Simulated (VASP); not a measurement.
The system is NbAs.

```
CELL_PARAMETERS angstrom
-1.72585 1.72585 5.84000
1.72585 -1.72585 5.84000
1.72585 1.72585 -5.84000
ATOMIC_POSITIONS crystal
Nb 0.00000 0.00000 0.00000
Nb 0.75000 0.25000 0.50000
As 0.41600 0.41600 0.00000
As 0.16600 0.66600 0.50000
```

```yaml
Program: VASP 6.6.1
Task: relaxation of cell and atoms
Functional: PBEsol
Potentials_or_basis: VASP PAW PBE potentials, release 64 (Nb_sv, As)
Cutoff: 600 eV
k_mesh: 9 × 9 × 9
Occupations: fermi-dirac, width 0.1 eV
Spin: no spin polarisation
```

At the start: pressure -2.1 GPa; volume 17.39 Å³/atom.

Problem. Where does the relaxation end?

Solution. Over 9 steps the energy falls by 3.5 meV/atom and the volume is 17.17 Å³/atom (-1.3 %); space group I4_1md (No. 109, to 0.05 Å).

Step by step:
| step | energy change (eV) | largest force (eV/Å) | pressure (GPa) | volume (Å³) |
| --- | --- | --- | --- | --- |
| 1 | 0.0000 | 0.2853 | -2.13 | 69.58 |
| 2 | 0.0059 | 0.0414 | 4.04 | 67.28 |
| 3 | -0.0110 | 0.1458 | 0.51 | 68.54 |
| 4 | -0.0132 | 0.0235 | -0.18 | 68.78 |
| 5 | -0.0132 | 0.0005 | -0.14 | 68.75 |
| 6 | -0.0138 | 0.0070 | 0.07 | 68.66 |
| 7 | -0.0138 | 0.0101 | 0.14 | 68.61 |
| 8 | -0.0138 | 0.0017 | -0.19 | 68.74 |
| 9 | -0.0138 | 0.0051 | 0.00 | 68.67 |

Final structure:
```
Nb As
1.0
    -1.72047    1.72047    5.79951
     1.72047   -1.72047    5.79951
     1.72047    1.72047   -5.79951
Nb As
2 2
Direct
  0.99872 0.99872 0.00000
  0.74872 0.24872 0.50000
  0.41728 0.41728 0.00000
  0.16728 0.66728 0.50000
```

Caveat: the PAW data sets were made with another functional, which shifts forces and pressure a little.
